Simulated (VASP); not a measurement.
# NiO (Fm-3m) in VASP: further runs

NiO is run at these levels: r2SCAN, PBE, BLYP+D3(BJ), HF; tasks: relaxation of cell and atoms, single point.

Program: VASP 6.6.1. These are calculated values, not measurements. Logs are shortened: lines on timing, memory, paths and dates and some standing lists are left out, and cuts for length are marked.

### 1 The cell of the first run

Symmetry: Fm-3m, No. 225, cubic system. The conventional cell has a = 4.172 Å, b = 4.172 Å, c = 4.172 Å, α = 90.00°, β = 90.00°, γ = 90.00°. Within 2.8 Å of Ni (site symmetry m-3m) lie 6 O at 2.09 Å. Within 2.8 Å of O (site symmetry m-3m) lie 6 Ni at 2.09 Å.

### 2 Relaxation of cell and atoms, r2SCAN, collinear spin, ferromagnetic start

POSCAR

```
NiO
1.0
    0.0000000000      2.0859016414      2.0859016414
    2.0859016414      0.0000000000      2.0859016414
    2.0859016414      2.0859016414      0.0000000000
Ni O
1 1
Direct
    0.0000000000      0.0000000000      0.0000000000
    0.5000000000      0.5000000000      0.5000000000
```

INCAR.step1

```
PREC = Accurate ; ENCUT = 600
ISMEAR = -1 ; SIGMA = 0.05
LREAL = F ; LASPH = T
NELM = 150 ; ISPIN = 2
MAGMOM = 1 0 ; LMAXMIX = 4
GGA = PE ; ALGO = Normal
EDIFF = 1E-4 ; LWAVE = T
LCHARG = F
```

INCAR.step2

```
PREC = Accurate ; ENCUT = 600
EDIFF = 1E-6 ; ISMEAR = -1
SIGMA = 0.05 ; LREAL = F
LASPH = T ; NELM = 150
ALGO = Normal ; ISIF = 3
LWAVE = F ; LCHARG = F
ISPIN = 2 ; MAGMOM = 1 0
LORBIT = 11 ; LMAXMIX = 4
METAGGA = R2SCAN ; LMIXTAU = T
IBRION = 2 ; NSW = 60
EDIFFG = -0.01 ; ISTART = 1
```

KPOINTS

```
regular mesh
0
Gamma
  11 11 11
```

Potentials or basis: VASP PAW PBE potentials, release 64 (Ni, O).

Started as:

```bash
$ cat potpaw_PBE.64/Ni/POTCAR potpaw_PBE.64/O/POTCAR > POTCAR
$ cp INCAR.step1 INCAR
$ mpirun -np 1 vasp_std > vasp.out
$ cp INCAR.step2 INCAR
$ mpirun -np 1 vasp_std > vasp.out
```

OUTCAR:

```text
PREC = Accurate
   ENCUT = 600
   EDIFF = 1E-6
   ISMEAR = -1
   LREAL = F
   LASPH = T
   NELM = 150
   ISIF = 3
   ISPIN = 2
   LORBIT = 11
   METAGGA = R2SCAN
   IBRION = 2
   NSW = 60
   EDIFFG = -0.01
   ISTART = 1

 ion  position               nearest neighbor table
   1  0.000  0.000  0.000-   2 2.09   2 2.09   2 2.09   2 2.09   2 2.09   2 2.09
   2  0.500  0.500  0.500-   1 2.09   1 2.09   1 2.09   1 2.09   1 2.09   1 2.09

  LATTYP: Found a face centered cubic cell.
 ALAT       =     4.1718032828

  Lattice vectors:

 A1 = (   0.0000000000,   2.0859016414,   2.0859016414)
 A2 = (   2.0859016414,   0.0000000000,   2.0859016414)
 A3 = (   2.0859016414,   2.0859016414,   0.0000000000)

Analysis of symmetry for initial positions (statically):
=====================================================================
 Subroutine PRICEL returns:
 Original cell was already a primitive cell.

 Routine SETGRP: Setting up the symmetry group for a
 face centered cubic supercell.

 Subroutine GETGRP returns: Found 48 space group operations
 (whereof 48 operations were pure point group operations)
 out of a pool of 48 trial point group operations.

The static configuration has the point symmetry O_h .

Analysis of symmetry for dynamics (positions and initial velocities):
=====================================================================
 Subroutine PRICEL returns:
 Original cell was already a primitive cell.

 Routine SETGRP: Setting up the symmetry group for a
 face centered cubic supercell.

 Subroutine GETGRP returns: Found 48 space group operations
 (whereof 48 operations were pure point group operations)
 out of a pool of 48 trial point group operations.

The dynamic configuration has the point symmetry O_h .

Analysis of structural, dynamic, and magnetic symmetry:
=====================================================================
 Subroutine PRICEL returns:
 Original cell was already a primitive cell.

 Routine SETGRP: Setting up the symmetry group for a
 face centered cubic supercell.

 Subroutine GETGRP returns: Found 48 space group operations
 (whereof 48 operations were pure point group operations)
 out of a pool of 48 trial point group operations.

The overall configuration has the point symmetry O_h .

 Subroutine INISYM returns: Found 48 space group operations
 (whereof 48 operations are pure point group operations),
 and found     1 'primitive' translations

----------------------------------------------------------------------------------------

                                     Primitive cell

  volume of cell :      18.1515

  direct lattice vectors                    reciprocal lattice vectors
     0.000000000  2.085901641  2.085901641    -0.239704495  0.239704495  0.239704495
     2.085901641  0.000000000  2.085901641     0.239704495 -0.239704495  0.239704495
     2.085901641  2.085901641  0.000000000     0.239704495  0.239704495 -0.239704495

  length of vectors
     2.949910391  2.949910391  2.949910391     0.415180364  0.415180364  0.415180364

  position of ions in fractional coordinates (direct lattice)
     0.000000000  0.000000000  0.000000000
     0.500000000  0.500000000  0.500000000

  ion indices of the primitive-cell ions
   primitive index   ion index
                 1           1
                 2           2

----------------------------------------------------------------------------------------

 KPOINTS: regular mesh

Automatic generation of k-mesh.
 Grid dimensions read from file:
 generate k-points for:   11   11   11

 Generating k-lattice:

  Cartesian coordinates                     Fractional coordinates (reciprocal lattice)
    -0.021791318  0.021791318  0.021791318     0.090909091  0.000000000  0.000000000
     0.021791318 -0.021791318  0.021791318     0.000000000  0.090909091  0.000000000
     0.021791318  0.021791318 -0.021791318     0.000000000  0.000000000  0.090909091

  Length of vectors
     0.037743669  0.037743669  0.037743669

  Shift w.r.t. Gamma in fractional coordinates (k-lattice)
     0.000000000  0.000000000  0.000000000

 Subroutine IBZKPT returns following result:
 ===========================================

 Found     56 irreducible k-points:

 Following reciprocal coordinates:
            Coordinates               Weight
  0.000000  0.000000  0.000000      1.000000
  0.090909  0.000000  0.000000      8.000000
  0.181818  0.000000  0.000000      8.000000
  0.272727  0.000000  0.000000      8.000000
  0.363636  0.000000  0.000000      8.000000
  0.454545  0.000000  0.000000      8.000000
[... 16 lines left out ...]
 -0.272727  0.181818  0.000000     24.000000
 -0.181818  0.181818  0.000000     12.000000
 [... further k-points ...]
   k-points           NKPTS =     56   k-points in BZ     NKDIM =     56   number of bands    NBANDS=     13
   number of dos      NEDOS =    301   number of ions     NIONS =      2
   total plane-waves  NPLWV =  13824
   dimension x,y,z NGX =    24 NGY =   24 NGZ =   24
   dimension x,y,z NGXF=    48 NGYF=   48 NGZF=   48
   ions per type =               1   1
   NGX,Y,Z   is equivalent  to a cutoff of  13.53, 13.53, 13.53 a.u.
   NGXF,Y,Z  is equivalent  to a cutoff of  27.05, 27.05, 27.05 a.u.
 SYSTEM =  unknown system
   PREC   = accura    normal or accurate (medium, high low for compatibility)
   ISTART =      1    job   : 0-new  1-cont  2-samecut
   ICHARG =      0    charge: 1-file 2-atom 10-const
   ISPIN  =      2    spin polarized calculation?
   LNONCOLLINEAR =      F non collinear calculations
   LSORBIT =      F    spin-orbit coupling
   LASPH  =      T    aspherical Exc in radial PAW
   ENCUT  =  600.0 eV  44.10 Ry    6.64 a.u.   5.89  5.89  5.89*2*pi/ulx,y,z
   NELM   =    150;   NELMIN=  2; NELMDL=  0     # of ELM steps
   EDIFF  = 0.1E-05   stopping-criterion for ELM
   LREAL  =      F    real-space projection
   EDIFFG = -.1E-01   stopping-criterion for IOM
   NSW    =     60    number of steps for IOM
   IBRION =      2    ionic relax: 0-MD 1-quasi-New 2-CG
   NFREE  =      1    steps in history (QN), initial steepest desc. (CG)
   ISIF   =      3    stress and relaxation
   ISYM   =      2    0-nonsym 1-usesym 2-fastsym
   POTIM  = 0.5000    time-step for ionic-motion
   TEBEG  =    0.0;   TEEND  =   0.0 temperature during run
   PSTRESS=    0.0 pullay stress
   NELECT =      16.0000    total number of electrons
   NUPDOWN=      -1.0000    fix difference up-down
   EMIN   =  10.00;   EMAX   =-10.00  energy-range for DOS
   EFERMI =   0.00;   METHOD = LEGACY
   ISMEAR =    -1;   SIGMA  =   0.05  broadening in eV -4-tet -1-fermi 0-gaus
   EFERMI_NEDOS =   21; number of points for ismear=-14 and -15
   IALGO  =     38    algorithm
   IMIX   =      4    mixing-type and parameters
     AMIX     =   0.40;   BMIX     =  1.00
     AMIX_MAG =   1.60;   BMIX_MAG =  1.00
  volume/ion in A,a.u.               =       9.08        61.25
  Fermi-wavevector in a.u.,A,eV,Ry     =   1.569680  2.966264 33.523312  2.463894
  Thomas-Fermi vector in A             =   2.671526
   LORBIT       =     11    0 simple, 1 ext, 2 COOP (PROOUT), +10 PAW based schemes
   METAGGA = R2SCAN    functional components
   LHFCALC =     F    Hartree Fock is set to
   AEXX    =    0.0000 exact exchange contribution
   IVDW    =     0    specifies the selected vdW correction
   LEPSILON=     F    determine dielectric tensor
   LRPA    =     F    only Hartree local field effects (RPA)
 conjugate gradient relaxation of ions
 spin polarized calculation
  energy-cutoff  :      600.00
  volume of cell :       18.15
 maximum number of plane-waves:       620
   NGX = 11   NGY = 11   NGZ = 11

--------------------------------------- Ionic step        1  -------------------------------------------

 number of electron      16.0000001 magnetization       2.0000381

 Free energy of the ion-electron system (eV)
  ---------------------------------------------------
  ext. energy  EPLUGINS =         0.00000000
  ---------------------------------------------------
  free energy    TOTEN  =       -20.11286950 eV

  energy without entropy =      -20.11286357  energy(sigma->0) =      -20.11286654

------------------------ aborting loop because EDIFF is reached ----------------------------------------

  FORCE on cell =-STRESS in cart. coord.  units (eV):
  Direction    XX          YY          ZZ          XY          YZ          ZX
  --------------------------------------------------------------------------------------
  -------------------------------------------------------------------------------------
  Total        0.2750136      0.2750136      0.2750136     -0.0000000      0.0000000      0.0000000
  in kB       24.2746678     24.2746678     24.2746678     -0.0000000      0.0000000      0.0000000
  external PRESSURE =      24.2746678 kB  Pullay stress =       0.0000000 kB
[... 57 lines left out ...]
  energy  without entropy=      -20.1133179787  energy(sigma->0) =      -20.11331967

--------------------------------------- Ionic step        3  -------------------------------------------

 number of electron      16.0000007 magnetization       1.9999911

 Free energy of the ion-electron system (eV)
  ---------------------------------------------------
  ext. energy  EPLUGINS =         0.00000000
  ---------------------------------------------------
  free energy    TOTEN  =       -20.11432246 eV

  energy without entropy =      -20.11431810  energy(sigma->0) =      -20.11432028

 E-fermi :   7.8007     XC(G=0): -13.3614

 val. band max:        7.3665101599   @ k =   0.4545   0.0000   0.0000
 cond. band min:       8.1404600707   @ k =   0.0000   0.0000   0.0000
 fundamental gap:      0.7739499108
 Fermi energy:         7.8007320726

 spin component 1

 k-point     1 :       0.0000    0.0000    0.0000
  band No.  band energies     occupation
      1     -13.6123      1.00000
      2       3.4332      1.00000
      3       3.4332      1.00000
      4       4.3246      1.00000
      5       4.3247      1.00000
      6       4.3247      1.00000
      7       4.6438      1.00000
      8       4.6438      1.00000
      9       4.6438      1.00000
     10       9.5642      0.00000
     11      26.2078      0.00000
     12      27.0347      0.00000
     13      27.0348      0.00000
[... 353 lines left out ...]
 k-point    24 :      -0.1818    0.1818    0.0000
  band No.  band energies     occupation
      1     -12.8196      1.00000
      2       0.7969      1.00000
      3       1.5528      1.00000
      4       2.5947      1.00000
      5       4.1400      1.00000
      6       4.6252      1.00000
      7       5.3845      1.00000
      8       5.5935      1.00000
      9       7.0110      1.00000
     10      13.3803      0.00000
     11      20.3593      0.00000
     12      21.3939      0.00000
     13      24.6365      0.00000

 [... further k-points ...]

 spin component 2

 k-point     1 :       0.0000    0.0000    0.0000
  band No.  band energies     occupation
      1     -13.0810      1.00000
      2       5.2097      1.00000
      3       5.2100      1.00000
      4       5.2101      1.00000
      5       5.3280      1.00000
      6       5.3280      1.00000
      7       5.3280      1.00000
      8       8.1405      0.00112
      9       8.1414      0.00110
     10      10.1212      0.00000
     11      26.2998      0.00000
     12      27.3696      0.00000
     13      27.3696      0.00000
[... 397 lines left out ...]
  FREE ENERGIE OF THE ION-ELECTRON SYSTEM (eV)
  ---------------------------------------------------
  free  energy   TOTEN  =       -20.1143224568 eV

  energy  without entropy=      -20.1143181013  energy(sigma->0) =      -20.11432028

 reached required accuracy - stopping structural energy minimisation

 total charge

# of ion       s       p       d       tot
------------------------------------------
    1        0.334   0.413   8.168   8.915
    2        1.551   3.493   0.000   5.045
--------------------------------------------------
tot          1.886   3.907   8.168  13.960

 magnetization (x)

# of ion       s       p       d       tot
------------------------------------------
    1        0.011   0.012   1.671   1.693
    2        0.028   0.247   0.000   0.276
--------------------------------------------------
tot          0.039   0.259   1.671   1.969
```

Run time: 5.5 min. Hardware: 1 thread of Intel Xeon 8259CL, shared host; peak memory 0.18 GiB.

Results:

```yaml
Free_energy: -20.1143 eV
Relaxed_volume: 9.17 Å³/atom
Relaxed_cell: a = 2.960 Å, b = 2.960 Å, c = 2.960 Å, α = 60.00°, β = 60.00°, γ = 60.00°
Space_group_after_relaxing_to_0.1_Å: Fm-3m (No. 225)
Energy_gained_by_relaxing: 0.7 meV/atom
Ionic_steps: 3
Pressure_after_relaxing: 0.1 GPa
Band_gap_on_the_k_mesh: 0.77 eV (least direct gap 1.71 eV)
Net_moment: 2.00 μB per cell
Site_moments: Ni +1.69; O +0.28 μB
Valence_electrons_inside_the_program's_atomic_spheres: Ni 8.91; O 5.04
```

Step by step:
```tsv
step	energy change (eV)	largest force (eV/Å)	pressure (GPa)	volume (Å³)
1	0.0000	0.0000	2.43	18.15
2	-0.0005	0.0000	-1.89	18.52
3	-0.0015	0.0000	0.09	18.35
```

Final structure:
```yaml
crystal:
  lattice:
    - [0.00000, 2.09338, 2.09338]
    - [2.09338, 0.00000, 2.09338]
    - [2.09338, 2.09338, 0.00000]
  atoms:
    - { symbol: Ni, position: [0.00000, 0.00000, 0.00000] }
    - { symbol: O, position: [0.50000, 0.50000, 0.50000] }
```

Caveat: semilocal functionals underestimate gaps, and a narrow one can read as zero; the PAW data sets were made with another functional, which shifts forces and pressure a little; an odd mesh through Γ misses points on the zone boundary, where band edges can lie; a cell with one magnetic atom can't hold antiferromagnetic order, which such compounds often take.

### 3 Single point, PBE, collinear spin, ferromagnetic start

INCAR

```
  PREC = Accurate
  ENCUT = 700
  EDIFF = 1E-6
  ISMEAR = -1
  SIGMA = 0.05
  LREAL = False
  LASPH = True
  NELM = 200
  ALGO = Normal
  ISIF = 2
  LWAVE = False
  LCHARG = True
  ISPIN = 2
  MAGMOM = 1 0
  LORBIT = 11
  LMAXMIX = 4
  GGA = PE
  LELF = True
  LVHAR = True
  NBANDS = 23
  GGA_COMPAT = False
```

KPOINTS

```
Automatic mesh
0
Gamma
  4 4 4
```

POSCAR is that of step 2.

Potentials or basis: VASP PAW PBE potentials, release 64 (Ni_sv_GW, O).

Started as:

```bash
$ cat potpaw_PBE.64/Ni_sv_GW/POTCAR potpaw_PBE.64/O/POTCAR > POTCAR
$ mpirun -np 1 vasp_std > vasp.out
```

OUTCAR:

```text
PREC = Accurate
   ENCUT = 700
   EDIFF = 1E-6
   ISMEAR = -1
   LREAL = False
   LASPH = True
   NELM = 200
   ISIF = 2
   ISPIN = 2
   LORBIT = 11
   GGA = PE

 ion  position               nearest neighbor table
   1  0.000  0.000  0.000-   2 2.09   2 2.09   2 2.09   2 2.09   2 2.09   2 2.09
   2  0.500  0.500  0.500-   1 2.09   1 2.09   1 2.09   1 2.09   1 2.09   1 2.09

  LATTYP: Found a face centered cubic cell.
 ALAT       =     4.1718032828

  Lattice vectors:

 A1 = (   0.0000000000,   2.0859016414,   2.0859016414)
[... 613 lines left out ...]
 -----------------------------------------------------------------------------
  energy-cutoff  :      700.00
  volume of cell :       18.15
      direct lattice vectors                 reciprocal lattice vectors
     0.000000000  2.085901641  2.085901641    -0.239704495  0.239704495  0.239704495
     2.085901641  0.000000000  2.085901641     0.239704495 -0.239704495  0.239704495
     2.085901641  2.085901641  0.000000000     0.239704495  0.239704495 -0.239704495

 POSITION                                       TOTAL-FORCE (eV/Angst)
 -----------------------------------------------------------------------------------
      0.00000      0.00000      0.00000        -0.000000      0.000000     -0.000000
      2.08590      2.08590      2.08590         0.000000     -0.000000      0.000000
 -----------------------------------------------------------------------------------
    total drift:                               -0.000000      0.000000      0.000000

  FREE ENERGIE OF THE ION-ELECTRON SYSTEM (eV)
  ---------------------------------------------------
  free  energy   TOTEN  =       -12.4820722487 eV

  energy  without entropy=      -12.4707399462  energy(sigma->0) =      -12.47640610

 total charge

# of ion       s       p       d       f       tot
--------------------------------------------------
    1        2.148   6.210   7.818   0.010  16.186
    2        1.558   3.407   0.000   0.000   4.965
--------------------------------------------------
tot          3.706   9.617   7.818   0.010  21.151

 magnetization (x)

# of ion       s       p       d       f       tot
--------------------------------------------------
    1        0.008   0.012   1.150   0.001   1.172
    2        0.023   0.154   0.000   0.000   0.177
--------------------------------------------------
tot          0.032   0.166   1.150   0.001   1.349
```

stdout:

```text
POSCAR found type information on POSCAR NiO
 POSCAR found :  2 types and       2 ions
 scaLAPACK will be used
 LDA part: xc-table for (Slater+PW92), standard interpolation
 POSCAR, INCAR and KPOINTS ok, starting setup
 FFT: planning ... GRIDC
 FFT: planning ... GRID_SOFT
 FFT: planning ... GRID
 WAVECAR not read
 entering main loop
```

Wall time 15 s (1 thread of AMD EPYC 9R45 (Zen 5), shared host); peak memory 0.15 GiB.

What came out:

| Item | Value |
| --- | --- |
| Free energy | -12.4821 eV |
| Pressure | 0.8 GPa |
| Net moment | 1.38 μB per cell |
| Site moments | Ni +1.17; O +0.18 μB |
| Valence electrons inside the program's atomic spheres | Ni 16.19; O 4.96 |

Caveat: the k points lie up to 0.65 Å⁻¹ apart; a cell with one magnetic atom can't hold antiferromagnetic order, which such compounds often take; semilocal functionals often make such compounds metallic where correlation or magnetic order opens a gap, which also shifts bond lengths. With open d or f shells a metallic result of PBE can be an artefact of self-interaction; +U or a hybrid may open a gap.

### 4 Single point, BLYP+D3(BJ), collinear spin, ferromagnetic start

This run uses another cell than the first one, of 8.53 Å³/atom.

INCAR

```
PREC = Accurate
ENCUT = 700
EDIFF = 1E-6
ISMEAR = -1
SIGMA = 0.05
LREAL = F
LASPH = T
NELM = 200
ALGO = Normal
ISIF = 2
LWAVE = F
LCHARG = T
ISPIN = 2
MAGMOM = 1 0
LORBIT = 11
LMAXMIX = 4
GGA = B5
ALDAX = 1.0
AGGAX = 1.0
AGGAC = 1.0
ALDAC = 0.0
IVDW = 12
VDW_S6 = 1.0
VDW_S8 = 2.6996
VDW_A1 = 0.4298
VDW_A2 = 4.2359
LELF = T
LVHAR = T
NBANDS = 23
GGA_COMPAT = F
```

KPOINTS

```
Automatic mesh
0
Gamma
  11 11 11
```

POSCAR

```
NiO
1.0
    0.0000000000      2.0433202721      2.0433202721
    2.0433202721      0.0000000000      2.0433202721
    2.0433202721      2.0433202721      0.0000000000
Ni O
1 1
Direct
    0.0000000000      0.0000000000      0.0000000000
    0.5000000000      0.5000000000      0.5000000000
```

Started as:

```bash
$ cat potpaw_PBE.64/Ni_sv_GW/POTCAR potpaw_PBE.64/O/POTCAR > POTCAR
$ mpirun -np 1 vasp_std > vasp.out
```

Run time: 2.3 min. Hardware: 1 thread of Intel Xeon Platinum 8259CL at 2.50GHz (Skylake/Cascade Lake), shared host; peak memory 0.23 GiB.

Results (log left out):

| Property | Result |
| --- | --- |
| Free energy | -12.6045 eV |
| Pressure | 21.3 GPa |
| Net moment | 1.46 μB per cell |
| Site moments | Ni +1.22; O +0.21 μB |
| Valence electrons inside the program's atomic spheres | Ni 16.26; O 5.03 |
| Dispersion energy per atom | -0.591 eV |

Levels at points of the mesh, in eV from the Fermi level:
Spin up:
| k point | band 11 | band 12 | band 13 | band 14 | band 15 | band 16 |
| --- | --- | --- | --- | --- | --- | --- |
| (0.00, 0.00, 0.00) | -2.83 | -2.83 | -2.83 | 2.02 | 18.53 | 19.52 |
Spin down:
```csv
k point,band 9,band 10,band 11,band 12,band 13,band 14
"(0.00, 0.00, 0.00)",-2.17,-2.17,-2.17,-0.95,-0.95,2.32
```

Caveat: the cell stands under pressure; the PAW data sets were made with another functional, which shifts forces and pressure a little; a cell with one magnetic atom can't hold antiferromagnetic order, which such compounds often take; semilocal functionals often make such compounds metallic where correlation or magnetic order opens a gap, which also shifts bond lengths. With open d or f shells a metallic result of BLYP can be an artefact of self-interaction; +U or a hybrid may open a gap.

(Continued in part 2 of 2.)

The gap in the log of VASP goes by the Fermi energy; the results here count the filled bands.